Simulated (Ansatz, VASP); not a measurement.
**GaO3 in VASP and in Ansatz**

```
Ga O
1.0
    -2.07560    2.07560    2.07560
     2.07560   -2.07560    2.07560
     2.07560    2.07560   -2.07560
Ga O
1 3
Cartesian
  0.0000 0.0000 0.0000
  2.0756 0.0000 0.0000
  0.0000 2.0756 0.0000
  0.0000 0.0000 2.0756
```

Alike in both runs: functional PBE; k mesh 6 × 6 × 6; occupations gaussian, width 0.1 eV; no spin polarisation.

Ansatz relaxed the structure, and its values are those at the end. VASP's run is a single point on that final structure, the one shown.

|  | VASP | Ansatz |
| --- | --- | --- |
| version | VASP 6.6.1 | Ansatz 0.2.0 |
| potentials or method | VASP PAW PBE potentials, release 64 (Ga_d, O), cutoff 520 eV | scalar-relativistic, plane waves, PAW |
| valence electrons in the cell | 31 | 31 |

Ansatz gave:

| Property | Result |
| --- | --- |
| gap on the k mesh at the Fermi level (eV) | none |
| pressure (GPa) | 0.0 |

Q: Estimate VASP's values.

A: gap on the k mesh at the Fermi level (eV): none; pressure (GPa): 0.4.

A gap of «none» marks a metal or a gap that the smearing closes. With one functional, cell and mesh, what is left measures potentials, basis and numerics.
